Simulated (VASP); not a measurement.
In, 1 atom in the cell. The structure is cubic, space group Pm-3m (No. 221). The conventional cell has a = 3.297 Å, b = 3.297 Å, c = 3.297 Å, α = 90.00°, β = 90.00°, γ = 90.00°. Within 4.3 Å of In (site symmetry m-3m) lie 6 In at 3.30 Å. This isn't the form of In at room conditions, which is tetragonal.

```yaml
Program: VASP 6.6.1
Task: single point
Functional: BLYP
Potentials_or_basis: VASP PAW PBE potentials, release 64 (In_d)
Cutoff: 520 eV
k_mesh: 16 × 16 × 16
Occupations: fermi-dirac, width 0.1 eV
Spin: no spin polarisation
Dipole_correction: no
Further_INCAR_settings: ALGO = Normal; EDIFF = 1e-06; NBANDS = 12
```

Potentials or basis: VASP PAW PBE potentials, release 64 (In_d).

Command:

```sh
$ cat potpaw_PBE.64/In_d/POTCAR > POTCAR
$ mpirun -np 1 vasp_std > vasp.out
```

Hardware: 1 thread of AMD EPYC 7R13, on a shared host.

Problem. Estimate the wall time of this run.

Solution. Run time: 85 s on 1 thread of AMD EPYC 7R13, with other jobs on the host, peak memory 0.17 GiB. Counts: scf iterations 11, k points 165.
